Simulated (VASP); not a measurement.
Slab: InO2, a slab with vacuum.

```
In O
1.0
     2.38979    0.00000    0.00000
    -1.19490    2.06962    0.00000
     0.00000    0.00000   11.76296
In O
1 2
Cartesian
  0.0000 0.0000 0.0000
  0.0000 1.3797 10.5614
  0.0000 1.3797 1.2015
```

Base run:

* Program: VASP 6.6.1
* Functional: PBE
* Potentials or basis: VASP PAW PBE potentials, release 64 (In_d, O)
* Cutoff: 520 eV
* k mesh: 12 × 12 × 2
* Occupations: gaussian, width 0.1 eV
* Spin: no spin polarisation

Its results: largest force 12.979 eV/Å.

Q: The run is repeated on the same cell with these changes: spin from no spin polarisation to collinear spin, ferromagnetic start; further incar settings from ALGO = Normal; EDIFF = 1e-07; NBANDS = 20 to ALGO = Normal; EDIFF = 1e-06; NBANDS = 24. What comes out?

A: Net moment 1.00 μB per cell; site moments In +0.10; O +0.42 μB; largest force 13.085 eV/Å.

Caveats: an odd number of electrons without spin polarisation forces a metal (some runs); a magnetic or distorted state may lie lower (some runs).
